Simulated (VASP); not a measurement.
# Pb: single point with r2SCAN

The system is Pb.

```
CELL_PARAMETERS angstrom
-1.97966 1.97966 1.97966
1.97966 -1.97966 1.97966
1.97966 1.97966 -1.97966
ATOMIC_POSITIONS crystal
Pb 0.00000 0.00000 0.00000
```

This isn't the form of Pb at room conditions, which is fcc.

- Program: VASP 6.6.1
- Task: single point
- Functional: r2SCAN
- Potentials or basis: VASP PAW PBE potentials, release 64 (Pb_d)
- Cutoff: 550 eV
- k mesh: 8 × 8 × 8
- Occupations: fermi-dirac, width 0.15 eV
- Spin: no spin polarisation
- Dipole correction: no
- Further INCAR settings: ALGO = Normal; EDIFF = 1e-06; NBANDS = 13

```json
{
  "Pressure": "0.2 GPa",
  "Band gap on the k mesh": "zero (bands 7 and 8 overlap by 9.66 eV)"
}
```

Levels at points of the mesh, in eV from the Fermi level:
| k point | band 5 | band 6 | band 7 | band 8 | band 9 | band 10 |
| --- | --- | --- | --- | --- | --- | --- |
| (0.00, 0.00, 0.00) | -17.44 | -12.06 | 7.80 | 7.80 | 7.80 | 11.92 |
| (0.50, 0.00, 0.00) | -17.30 | -8.13 | -4.03 | 3.55 | 5.46 | 8.09 |
| (0.50, 0.50, 0.50) | -17.33 | -5.34 | -0.35 | -0.35 | -0.35 | 5.06 |

Run time: 54 s on 1 thread of AMD EPYC 7R43 64-Core Processor (Zen 3), on a shared host, peak memory 0.13 GiB.

Caveat: the PAW data sets were made with another functional, which shifts forces and pressure a little; spin-orbit coupling is left out, which moves the levels of the heavy elements.
